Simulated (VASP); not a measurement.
Input of a VASP 6.6.1 run:

INCAR

```
SYSTEM = CdGeAs2
PREC = Accurate ; ENCUT = 520
EDIFF = 1E-7 ; ISMEAR = 0
SIGMA = 0.1 ; LREAL = .False.
LASPH = .True. ; NELM = 100
ALGO = Normal ; ISIF = 2
LWAVE = .False. ; LCHARG = .False.
GGA = PE ; NBANDS = 26
```

Contents of KPOINTS:

```
regular mesh
0
Gamma
  10 10 8
  0 0 0
```

Contents of POSCAR:

```
CdGeAs2
1.0
    4.1416170719      0.0000000000      0.0000000000
    0.0000000000      4.1416170719      0.0000000000
    0.0000000000      0.0000000000      6.1666426646
Cd Ge As
1 1 2
Direct
    0.0000000000      0.0000000000      0.5000000000
    0.5000000000      0.5000000000      0.0000000000
    0.5000000000      0.0000000000      0.7655117980
    0.0000000000      0.5000000000      0.2344882020
```

Potentials or basis: VASP PAW PBE potentials, release 64 (Cd, Ge_d, As).

Run with:

```sh
$ cat potpaw_PBE.64/Cd/POTCAR potpaw_PBE.64/Ge_d/POTCAR potpaw_PBE.64/As/POTCAR > POTCAR
$ mpirun -np 1 vasp_std > vasp.out
```

(1) Predict the largest force.

(2) Estimate the pressure.

(3) Estimate the band gap on the k mesh.

Answers

(1) 0.015 eV/Å.

(2) 0.2 GPa.

(3) zero (band 18 reaches 2.94 eV, above the bottom of band 19 at 2.59 eV).
